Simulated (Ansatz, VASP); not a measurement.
ZnO in VASP and in Ansatz

```xyz
4
Lattice="2.3668 0.0000 0.0000 -1.1834 2.0497 0.0000 0.0000 0.0000 5.4811" Properties=species:S:1:pos:R:3 pbc="T T T"
Zn    0.0000    1.3665    0.2144
Zn    1.1834    0.6832    2.9550
O     0.0000    1.3665    1.8464
O     1.1834    0.6832    4.5870
```

Alike in both runs: task single point; functional PBE; k mesh 14 × 14 × 8; occupations fermi-dirac, width 0.1 eV; no spin polarisation.

|  | VASP | Ansatz |
| --- | --- | --- |
| version | VASP 6.6.1 | Ansatz 0.2.0 |
| potentials or method | VASP PAW PBE potentials, release 64 (Zn, O), cutoff 520 eV | all-electron LAPW, scalar-relativistic |

|  | VASP | Ansatz | Ansatz less VASP |
| --- | --- | --- | --- |
| rms of the force components (eV/Å) | 0.082 | 0.036 | -0.0460 |

Atom by atom the forces differ by 0.118 eV/Å (rms over components). Ansatz ran all-electron here, and VASP with PAW potentials.
